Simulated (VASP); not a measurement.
# Sc3Te (Fm-3m) in VASP: notebook

Sc3Te is run at these levels: PBE; tasks: single point.

Program: VASP 6.6.1. These are calculated values, not measurements. Logs are shortened: lines on timing, memory, paths and dates and some standing lists are left out, and cuts for length are marked.

### 1 The cell of the first run

Symmetry: Fm-3m, No. 225, cubic system. The conventional cell has a = 6.993 Å, b = 6.993 Å, c = 6.993 Å, α = 90.00°, β = 90.00°, γ = 90.00°. Sc (site symmetry -43m) has 10 Sc at 3.03 to 3.50 Å and 4 Te at 3.03 Å within 4.0 Å. Within 4.0 Å of Sc (site symmetry m-3m) lie 8 Sc at 3.03 Å and 6 Te at 3.50 Å. Within 4.0 Å of Te (site symmetry m-3m) lie 14 Sc at 3.03 to 3.50 Å.

### 2 Single point, PBE

File INCAR:

```
  ALGO = Normal
  EDIFF = 1E-6
  ENCUT = 500
  GGA = PE
  GGA_COMPAT = F
  ISIF = 2
  ISMEAR = -1
  LASPH = T
  LCHARG = T
  LELF = T
  LREAL = F
  LVHAR = T
  LWAVE = F
  NBANDS = 28
  NELM = 120
  PREC = Accurate
  SIGMA = 0.05
```

File KPOINTS:

```
k-points
0
Gamma
  7 7 7
```

File POSCAR:

```
Sc3Te
1.0
    0.0000000000      3.4966326151      3.4966326151
    3.4966326151      0.0000000000      3.4966326151
    3.4966326151      3.4966326151      0.0000000000
Sc Te
3 1
Direct
    0.2500000000      0.2500000000      0.2500000000
    0.7500000000      0.7500000000      0.7500000000
    0.5000000000      0.5000000000      0.5000000000
    0.0000000000      0.0000000000      0.0000000000
```

Potentials or basis: VASP PAW PBE potentials, release 64 (Sc_sv, Te).

The run is started by

```
> cat potpaw_PBE.64/Sc_sv/POTCAR potpaw_PBE.64/Te/POTCAR > POTCAR
> mpirun -np 1 vasp_std > vasp.out
```

OUTCAR:

```text
EDIFF = 1E-6
   ENCUT = 500
   GGA = PE
   ISIF = 2
   ISMEAR = -1
   LASPH = T
   LREAL = F
   NELM = 120
   PREC = Accurate

 ion  position               nearest neighbor table
   1  0.250  0.250  0.250-   3 3.03   4 3.03   4 3.03   4 3.03   4 3.03   3 3.03   3 3.03   3 3.03

   2  0.750  0.750  0.750-   3 3.03   4 3.03   3 3.03   3 3.03   3 3.03   4 3.03   4 3.03   4 3.03

   3  0.500  0.500  0.500-   1 3.03   2 3.03   1 3.03   1 3.03   1 3.03   2 3.03   2 3.03   2 3.03
                             4 3.50   4 3.50   4 3.50   4 3.50   4 3.50   4 3.50
   4  0.000  0.000  0.000-   1 3.03   2 3.03   2 3.03   2 3.03   2 3.03   1 3.03   1 3.03   1 3.03
                             3 3.50   3 3.50   3 3.50   3 3.50   3 3.50   3 3.50

  LATTYP: Found a face centered cubic cell.
 ALAT       =     6.9932652302

  Lattice vectors:

 A1 = (   0.0000000000,   3.4966326151,   3.4966326151)
 A2 = (   3.4966326151,   0.0000000000,   3.4966326151)
 A3 = (   3.4966326151,   3.4966326151,   0.0000000000)

Analysis of symmetry for initial positions (statically):
=====================================================================
 Subroutine PRICEL returns:
 Original cell was already a primitive cell.

 Routine SETGRP: Setting up the symmetry group for a
 face centered cubic supercell.

 Subroutine GETGRP returns: Found 48 space group operations
 (whereof 48 operations were pure point group operations)
 out of a pool of 48 trial point group operations.

The static configuration has the point symmetry O_h .

Analysis of symmetry for dynamics (positions and initial velocities):
=====================================================================
 Subroutine PRICEL returns:
 Original cell was already a primitive cell.

 Routine SETGRP: Setting up the symmetry group for a
 face centered cubic supercell.

 Subroutine GETGRP returns: Found 48 space group operations
 (whereof 48 operations were pure point group operations)
 out of a pool of 48 trial point group operations.

The dynamic configuration has the point symmetry O_h .

 Subroutine INISYM returns: Found 48 space group operations
 (whereof 48 operations are pure point group operations),
 and found     1 'primitive' translations

----------------------------------------------------------------------------------------

                                     Primitive cell

  volume of cell :      85.5027
[... 85 lines left out ...]
   LASPH  =      T    aspherical Exc in radial PAW
   ENCUT  =  500.0 eV  36.75 Ry    6.06 a.u.   9.02  9.02  9.02*2*pi/ulx,y,z
   NELM   =    120;   NELMIN=  2; NELMDL= -5     # of ELM steps
   EDIFF  = 0.1E-05   stopping-criterion for ELM
   LREAL  =      F    real-space projection
   EDIFFG = 0.1E-04   stopping-criterion for IOM
   NSW    =      0    number of steps for IOM
   IBRION =     -1    ionic relax: 0-MD 1-quasi-New 2-CG
   NFREE  =      0    steps in history (QN), initial steepest desc. (CG)
   ISIF   =      2    stress and relaxation
   ISYM   =      2    0-nonsym 1-usesym 2-fastsym
   POTIM  = 0.5000    time-step for ionic-motion
   TEBEG  =    0.0;   TEEND  =   0.0 temperature during run
   PSTRESS=    0.0 pullay stress
   NELECT =      39.0000    total number of electrons
   NUPDOWN=      -1.0000    fix difference up-down
   EMIN   =  10.00;   EMAX   =-10.00  energy-range for DOS
   EFERMI =   0.00;   METHOD = LEGACY
   ISMEAR =    -1;   SIGMA  =   0.05  broadening in eV -4-tet -1-fermi 0-gaus
   EFERMI_NEDOS =   21; number of points for ismear=-14 and -15
   IALGO  =     38    algorithm
   IMIX   =      4    mixing-type and parameters
     AMIX     =   0.40;   BMIX     =  1.00
     AMIX_MAG =   1.60;   BMIX_MAG =  1.00
  volume/ion in A,a.u.               =      21.38       144.25
  Fermi-wavevector in a.u.,A,eV,Ry     =   1.260191  2.381416 21.607158  1.588081
  Thomas-Fermi vector in A             =   2.393713
   LORBIT       =      0    0 simple, 1 ext, 2 COOP (PROOUT), +10 PAW based schemes
   GGA     = PE    functional components
   LHFCALC =     F    Hartree Fock is set to
   AEXX    =    0.0000 exact exchange contribution
   IVDW    =     0    specifies the selected vdW correction
   LEPSILON=     F    determine dielectric tensor
   LRPA    =     F    only Hartree local field effects (RPA)
 non-spin polarized calculation
  energy-cutoff  :      500.00
  volume of cell :       85.50
 maximum number of plane-waves:      2186
   NGX = 17   NGY = 17   NGZ = 17

 number of electron      39.0000010 magnetization

 Free energy of the ion-electron system (eV)
  ---------------------------------------------------
  ext. energy  EPLUGINS =         0.00000000
  ---------------------------------------------------
  free energy    TOTEN  =       -22.55993549 eV

  energy without entropy =      -22.50629616  energy(sigma->0) =      -22.53311582

 E-fermi :   7.0077     XC(G=0): -10.6753

 val. band max:        7.0076519537   @ k =  -0.4286   0.1429   0.0000
 cond. band min:       7.0149645819   @ k =   0.1429   0.1429   0.0000
 fundamental gap:      0.0073126282
 Fermi energy:         7.0076968442

 k-point     1 :       0.0000    0.0000    0.0000
  band No.  band energies     occupation
      1     -42.3705      2.00000
      2     -42.2772      2.00000
      3     -42.2280      2.00000
      4     -21.1308      2.00000
      5     -21.1308      2.00000
      6     -21.1308      2.00000
[... 609 lines left out ...]
     27       9.4623      0.00000
     28       9.5198      0.00000

------------------------ aborting loop because EDIFF is reached ----------------------------------------

  FORCE on cell =-STRESS in cart. coord.  units (eV):
  Direction    XX          YY          ZZ          XY          YZ          ZX
  --------------------------------------------------------------------------------------
  -------------------------------------------------------------------------------------
  Total        1.9828110      1.9828110      1.9828110     -0.0000000      0.0000000      0.0000000
  in kB       37.1545409     37.1545409     37.1545409     -0.0000000      0.0000000      0.0000000
  external PRESSURE =      37.1545409 kB  Pullay stress =       0.0000000 kB

 VOLUME and BASIS-vectors are now :
 -----------------------------------------------------------------------------
  energy-cutoff  :      500.00
  volume of cell :       85.50
      direct lattice vectors                 reciprocal lattice vectors
     0.000000000  3.496632615  3.496632615    -0.142994720  0.142994720  0.142994720
     3.496632615  0.000000000  3.496632615     0.142994720 -0.142994720  0.142994720
     3.496632615  3.496632615  0.000000000     0.142994720  0.142994720 -0.142994720

 POSITION                                       TOTAL-FORCE (eV/Angst)
 -----------------------------------------------------------------------------------
      1.74832      1.74832      1.74832         0.000000     -0.000000     -0.000000
      5.24495      5.24495      5.24495        -0.000000      0.000000      0.000000
      3.49663      3.49663      3.49663         0.000000      0.000000     -0.000000
      0.00000      0.00000      0.00000         0.000000      0.000000     -0.000000
 -----------------------------------------------------------------------------------
    total drift:                                0.000000      0.000000      0.000000

  FREE ENERGIE OF THE ION-ELECTRON SYSTEM (eV)
  ---------------------------------------------------
  free  energy   TOTEN  =       -22.5599354899 eV

  energy  without entropy=      -22.5062961559  energy(sigma->0) =      -22.53311582
```

stdout:

```text
POSCAR found type information on POSCAR ScTe
 POSCAR found :  2 types and       4 ions
 scaLAPACK will be used
 LDA part: xc-table for (Slater+PW92), standard interpolation
 POSCAR, INCAR and KPOINTS ok, starting setup
 FFT: planning ... GRIDC
 FFT: planning ... GRID_SOFT
 FFT: planning ... GRID
 WAVECAR not read
 entering main loop
```

It took 48 s on 1 thread of Intel Xeon Platinum 8488C (Sapphire Rapids), shared host; peak memory 0.21 GiB.

What came out:

```yaml
Free_energy: -22.5599 eV
Pressure: 3.7 GPa
Band_gap_on_the_k_mesh: zero (an odd number of electrons rules out a gap without spin polarisation)
```

Levels at points of the mesh, in eV from the Fermi level:
```tsv
k point	band 17	band 18	band 19	band 20	band 21	band 22
(0.00, 0.00, 0.00)	-1.85	-1.49	-1.49	-0.03	-0.03	-0.03
```

Caveat: the cell stands under pressure; spin-orbit coupling is left out, which moves the levels of the heavy elements.

### 3 Single point, PBE

This run uses another cell than the first one, of 21.83 Å³/atom.

File INCAR:

```
SYSTEM = Sc3Te
PREC     = Accurate       ! precision mode
ENCUT    = 500            ! plane-wave cutoff, eV
EDIFF    = 1E-6           ! SCF threshold, eV
ISMEAR   = -1             ! smearing method
SIGMA    = 0.05           ! smearing width, eV
LREAL    = .False.        ! projectors in reciprocal space
LASPH    = .True.         ! aspherical terms in the spheres
NELM     = 120            ! most SCF steps
ALGO     = Normal         ! electronic algorithm
ISIF     = 2              ! what is computed and relaxed
LWAVE    = .False.        ! write WAVECAR
LCHARG   = .True.         ! write CHGCAR
GGA      = PE             ! functional
LELF     = .True.         ! ELF
LVHAR    = .True.       
NBANDS   = 28             ! bands
GGA_COMPAT= .False.
```

File KPOINTS:

```
Automatic mesh
0
Gamma
  7 7 7
  0 0 0
```

File POSCAR:

```
Sc3Te
1.0
    0.0000000000      3.5212575997      3.5212575997
    3.5212575997      0.0000000000      3.5212575997
    3.5212575997      3.5212575997      0.0000000000
Sc Te
3 1
Direct
    0.2500000000      0.2500000000      0.2500000000
    0.7500000000      0.7500000000      0.7500000000
    0.5000000000      0.5000000000      0.5000000000
    0.0000000000      0.0000000000      0.0000000000
```

Potentials or basis: VASP PAW PBE potentials, release 64 (Sc_sv, Te).

The run is started by

```
> cat potpaw_PBE.64/Sc_sv/POTCAR potpaw_PBE.64/Te/POTCAR > POTCAR
> mpirun -np 1 vasp_std > vasp.out
```

It took 57 s on 1 thread of Intel Xeon Platinum 8488C (Sapphire Rapids), shared host; peak memory 0.22 GiB.

The run converged. Its results:

```
Free energy            : -22.5948 eV
Pressure               : 2.3 GPa
Band gap on the k mesh : zero (an odd number of electrons rules out a gap without spin polarisation)
```

Levels at points of the mesh, in eV from the Fermi level:
| k point | band 17 | band 18 | band 19 | band 20 | band 21 | band 22 |
| --- | --- | --- | --- | --- | --- | --- |
| (0.00, 0.00, 0.00) | -1.94 | -1.43 | -1.43 | -0.03 | -0.03 | -0.03 |

Caveat: spin-orbit coupling is left out, which moves the levels of the heavy elements.

### 4 Single point, PBE

This run uses another cell than the first one, of 22.29 Å³/atom.

File INCAR:

```
SYSTEM = Sc3Te
PREC     = Accurate       ! precision mode
ENCUT    = 500            ! plane-wave cutoff, eV
EDIFF    = 1E-6           ! SCF threshold, eV
ISMEAR   = -1             ! smearing method
SIGMA    = 0.05           ! smearing width, eV
LREAL    = .FALSE.        ! projectors in reciprocal space
LASPH    = .TRUE.         ! aspherical terms in the spheres
NELM     = 120            ! most SCF steps
ALGO     = Normal         ! electronic algorithm
ISIF     = 2              ! what is computed and relaxed
LWAVE    = .FALSE.        ! write WAVECAR
LCHARG   = .TRUE.         ! write CHGCAR
GGA      = PE             ! functional
LELF     = .TRUE.         ! ELF
LVHAR    = .TRUE.       
NBANDS   = 28             ! bands
GGA_COMPAT= .FALSE.
```

File KPOINTS:

```
regular mesh
0
G
  7 7 7
  0 0 0
```

File POSCAR:

```
Sc3Te
1.0
    0.0000000000      3.5455429023      3.5455429023
    3.5455429023      0.0000000000      3.5455429023
    3.5455429023      3.5455429023      0.0000000000
Sc Te
3 1
Direct
    0.2500000000      0.2500000000      0.2500000000
    0.7500000000      0.7500000000      0.7500000000
    0.5000000000      0.5000000000      0.5000000000
    0.0000000000      0.0000000000      0.0000000000
```

Potentials or basis: VASP PAW PBE potentials, release 64 (Sc_sv, Te).

The run is started by

```
> cat potpaw_PBE.64/Sc_sv/POTCAR potpaw_PBE.64/Te/POTCAR > POTCAR
> mpirun -np 1 vasp_std > vasp.out
```

OUTCAR:

```text
SYSTEM = Sc3Te
   PREC = Accurate
   ENCUT = 500
   EDIFF = 1E-6
   ISMEAR = -1
   LREAL = .FALSE.
   LASPH = .TRUE.
   NELM = 120
   ISIF = 2
   GGA = PE

 ion  position               nearest neighbor table
   1  0.250  0.250  0.250-   3 3.07   4 3.07   4 3.07   4 3.07   4 3.07   3 3.07   3 3.07   3 3.07

   2  0.750  0.750  0.750-   3 3.07   4 3.07   3 3.07   3 3.07   3 3.07   4 3.07   4 3.07   4 3.07

   3  0.500  0.500  0.500-   1 3.07   2 3.07   1 3.07   1 3.07   1 3.07   2 3.07   2 3.07   2 3.07
[... 816 lines left out ...]
  Direction    XX          YY          ZZ          XY          YZ          ZX
  --------------------------------------------------------------------------------------
  -------------------------------------------------------------------------------------
  Total        0.6430637      0.6430637      0.6430637      0.0000000      0.0000000     -0.0000000
  in kB       11.5580979     11.5580979     11.5580979      0.0000000      0.0000000     -0.0000000
  external PRESSURE =      11.5580979 kB  Pullay stress =       0.0000000 kB

 VOLUME and BASIS-vectors are now :
 -----------------------------------------------------------------------------
  energy-cutoff  :      500.00
  volume of cell :       89.14
      direct lattice vectors                 reciprocal lattice vectors
     0.000000000  3.545542902  3.545542902    -0.141022127  0.141022127  0.141022127
     3.545542902  0.000000000  3.545542902     0.141022127 -0.141022127  0.141022127
     3.545542902  3.545542902  0.000000000     0.141022127  0.141022127 -0.141022127

 POSITION                                       TOTAL-FORCE (eV/Angst)
 -----------------------------------------------------------------------------------
      1.77277      1.77277      1.77277         0.000000      0.000000     -0.000000
      5.31831      5.31831      5.31831        -0.000000     -0.000000      0.000000
      3.54554      3.54554      3.54554         0.000000     -0.000000     -0.000000
      0.00000      0.00000      0.00000         0.000000     -0.000000     -0.000000
 -----------------------------------------------------------------------------------
    total drift:                               -0.000000     -0.000000      0.000000

  FREE ENERGIE OF THE ION-ELECTRON SYSTEM (eV)
  ---------------------------------------------------
  free  energy   TOTEN  =       -22.6151714582 eV

  energy  without entropy=      -22.5576379531  energy(sigma->0) =      -22.58640471
```

OSZICAR:

```text
N       E                     dE             d eps       ncg     rms          rms(c)
DAV:   1     0.660994029977E+03    0.66099E+03   -0.16859E+04  1128   0.136E+03
DAV:   2     0.253753132056E+02   -0.63562E+03   -0.62649E+03  1488   0.614E+02
DAV:   3    -0.221556184537E+02   -0.47531E+02   -0.46360E+02  1872   0.205E+02
DAV:   4    -0.240587228946E+02   -0.19031E+01   -0.18597E+01  1888   0.371E+01
DAV:   5    -0.241053236763E+02   -0.46601E-01   -0.46173E-01  1880   0.714E+00    0.124E+01
DAV:   6    -0.227450706441E+02    0.13603E+01   -0.50158E+00  1756   0.191E+01    0.412E+00
DAV:   7    -0.226564249293E+02    0.88646E-01   -0.55822E-01  1776   0.741E+00    0.195E+00
DAV:   8    -0.226246040341E+02    0.31821E-01   -0.25285E-01  1616   0.457E+00    0.100E+00
DAV:   9    -0.226153182944E+02    0.92857E-02   -0.47011E-02  1732   0.184E+00    0.352E-01
DAV:  10    -0.226151237864E+02    0.19451E-03   -0.46613E-03  1640   0.588E-01    0.276E-01
DAV:  11    -0.226151972163E+02   -0.73430E-04   -0.97635E-04  1616   0.334E-01    0.613E-02
DAV:  12    -0.226151747543E+02    0.22462E-04   -0.37637E-04  1776   0.177E-01    0.280E-02
DAV:  13    -0.226151723883E+02    0.23660E-05   -0.23487E-05  1840   0.471E-02    0.785E-03
DAV:  14    -0.226151714582E+02    0.93014E-06   -0.15304E-06   912   0.148E-02
   1 F= -.22615171E+02 E0= -.22586405E+02  d E =-.575335E-01
```

stdout:

```text
POSCAR found type information on POSCAR ScTe
 POSCAR found :  2 types and       4 ions
 scaLAPACK will be used
 LDA part: xc-table for (Slater+PW92), standard interpolation
 POSCAR, INCAR and KPOINTS ok, starting setup
 FFT: planning ... GRIDC
 FFT: planning ... GRID_SOFT
 FFT: planning ... GRID
 WAVECAR not read
 entering main loop
```

Run time: 71 s. Hardware: 1 thread of Intel Xeon Platinum 8488C (Sapphire Rapids), shared host; peak memory 0.24 GiB.

What came out:

| Quantity | Value |
| --- | --- |
| Free energy | -22.6152 eV |
| Pressure | 1.2 GPa |
| Band gap on the k mesh | zero (an odd number of electrons rules out a gap without spin polarisation) |

Caveat: spin-orbit coupling is left out, which moves the levels of the heavy elements.

### 5 Summary

| cell | gap on the mesh (eV) | pressure (GPa) |
| --- | --- | --- |
| a = 4.945 Å, angles 60.0°, 4 atoms | none | 3.7 |
| a = 4.980 Å, angles 60.0°, 4 atoms | none | 2.3 |
| a = 5.014 Å, angles 60.0°, 4 atoms | none | 1.2 |

Alike in all rows: task single point; level PBE; potentials or basis VASP PAW PBE potentials, release 64 (Sc_sv, Te); no spin polarisation; k mesh 7 × 7 × 7; cutoff (eV) 500; smearing fermi-dirac 0.05 eV.

Caveats: spin-orbit coupling is left out, which moves the levels of the heavy elements; the cell stands under pressure (at least some runs).

Total energies depend on the potentials used, so only differences within one code and one set of settings carry meaning.
